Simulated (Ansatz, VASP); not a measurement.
## One calculation of SnO, two programs

Contents of INCAR:

```
SYSTEM = SnO
ALGO = Normal ; EDIFF = 1E-7
ENCUT = 520 ; ISIF = 2
ISMEAR = 0 ; LASPH = .True.
LCHARG = .False. ; LREAL = .False.
LWAVE = .False. ; NBANDS = 28
NELM = 60 ; PREC = Accurate
SIGMA = 0.01
```

Contents of KPOINTS:

```
k-points
0
Gamma
  12 12 6
  0 0 0
```

Contents of POSCAR:

```
SnO
1.0
    4.1254992580      0.0000000000      0.0000000000
   -2.0627496290      3.5727871607      0.0000000000
    0.0000000000      0.0000000000      5.1854030836
Sn O
2 2
Direct
    0.3333333333      0.6666666667      0.2500000000
    0.6666666667      0.3333333333      0.7500000000
    0.6666666667      0.3333333333      0.2500000000
    0.3333333333      0.6666666667      0.7500000000
```

Input for Ansatz:

```yaml
crystal:
  lattice:
    - [4.125499258, 0.0, 0.0]
    - [-2.062749629, 3.5727871607, 0.0]
    - [0.0, 0.0, 5.1854030836]
  atoms:
    - { symbol: Sn, position: [0.3333333333, 0.6666666667, 0.25] }
    - { symbol: Sn, position: [0.6666666667, 0.3333333333, 0.75] }
    - { symbol: O, position: [0.6666666667, 0.3333333333, 0.25] }
    - { symbol: O, position: [0.3333333333, 0.6666666667, 0.75] }
kpoints:
  mp_grid: { grid: [12, 12, 6] }
  band_path:
    path:
      - [0.0, 0.0, 0.0]
      - [0.5, 0.0, 0.0]
      - [0.3333333333, 0.3333333333, 0.0]
      - [0.0, 0.0, 0.5]
      - [0.5, 0.0, 0.5]
      - [0.3333333333, 0.3333333333, 0.5]
    npoints: 1
hamiltonian:
  xc: lda
scf:
  occupations: { method: fixed }
  n_extra_bands: 5
output:
  forces: true
  stress: true
  eigenvalues: true
```

Alike in both runs: task single point; functional LDA; k mesh 12 × 12 × 6; no spin polarisation.

```csv
,VASP,Ansatz
version,VASP 6.6.1,Ansatz 0.2.0
potentials or method,"VASP PAW LDA potentials, release 64 (Sn_d, O)","plane waves, PAW"
plane-wave cutoff (eV),520,420
occupations,"gaussian, width 0.01 eV",fixed
valence electrons in the cell,40,40
```

```csv
,VASP,Ansatz,Ansatz less VASP
gap on the k mesh at the Fermi level (eV),0.40,0.42,+0.023
pressure (GPa),-3.5,-3.6,-0.15
"traceless stress, the component that is largest in VASP (GPa)",-0.42,-0.40,+0.022
```

LDA's correlation is that of Perdew and Zunger in VASP and of Perdew and Wang (1992) in Ansatz.
